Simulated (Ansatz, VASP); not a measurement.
**SiC: VASP beside Ansatz**

The input INCAR:

```
PREC = Accurate
ENCUT = 520
EDIFF = 1E-6
ISMEAR = 0
SIGMA = 0.05
LREAL = False
LASPH = True
NELM = 80
ALGO = Normal
ISIF = 2
LWAVE = False
LCHARG = False
GGA = CA
NBANDS = 16
```

KPOINTS

```
regular mesh
0
Gamma
  12 12 6
```

POSCAR

```
SiC
1.0
    3.1125233865      0.0000000000      0.0000000000
   -1.5562616933      2.6955243226      0.0000000000
    0.0000000000      0.0000000000      4.8362388379
Si C
2 2
Direct
    0.3333333333      0.6666666667      0.0046041256
    0.6666666667      0.3333333333      0.5046041256
    0.3333333333      0.6666666667      0.4102991467
    0.6666666667      0.3333333333      0.9102991467
```

Input for Ansatz:

```yaml
crystal:
  lattice:
    - [3.1125233865, 0.0, 0.0]
    - [-1.5562616933, 2.6955243226, 0.0]
    - [0.0, 0.0, 4.8362388379]
  atoms:
    - { symbol: Si, position: [0.3333333333, 0.6666666667, 0.0046041256] }
    - { symbol: Si, position: [0.6666666667, 0.3333333333, 0.5046041256] }
    - { symbol: C, position: [0.3333333333, 0.6666666667, 0.4102991467] }
    - { symbol: C, position: [0.6666666667, 0.3333333333, 0.9102991467] }
basis:
  ecutwfc: 520.0
kpoints:
  mp_grid: { grid: [12, 12, 6] }
hamiltonian:
  xc: lda
  pseudopotentials: { kind: paw, azcp: { folder: soft_1 } }
scf:
  occupations: { method: gaussian, width: 0.05 }
output:
  forces: true
  stress: true
  eigenvalues: true
```

Alike in both runs: task single point; functional LDA; k mesh 12 × 12 × 6; occupations gaussian, width 0.05 eV; no spin polarisation.

|  | VASP | Ansatz |
| --- | --- | --- |
| version | VASP 6.6.1 | Ansatz 0.2.0 |
| potentials or method | VASP PAW LDA potentials, release 64 (Si, C), cutoff 520 eV | scalar-relativistic, plane waves, PAW |
| valence electrons in the cell | 16 | 16 |

|  | VASP | Ansatz | Ansatz less VASP |
| --- | --- | --- | --- |
| gap on the k mesh at the Fermi level (eV) | 1.25 | 1.27 | +0.014 |
| least direct gap on the mesh (eV) | 3.05 | 3.05 | -0.003 |
| pressure (GPa) | -0.3 | -0.7 | -0.39 |
| traceless stress, the component that is largest in VASP (GPa) | 8.03 | 7.98 | -0.046 |
| rms of the force components (eV/Å) | 0.926 | 0.927 | +0.0001 |

Ansatz warns that its potentials were made for another functional, while VASP's fit it. LDA's correlation is that of Perdew and Zunger in VASP and of Perdew and Wang (1992) in Ansatz. Atom by atom the forces differ by 0.000 eV/Å (rms over components).
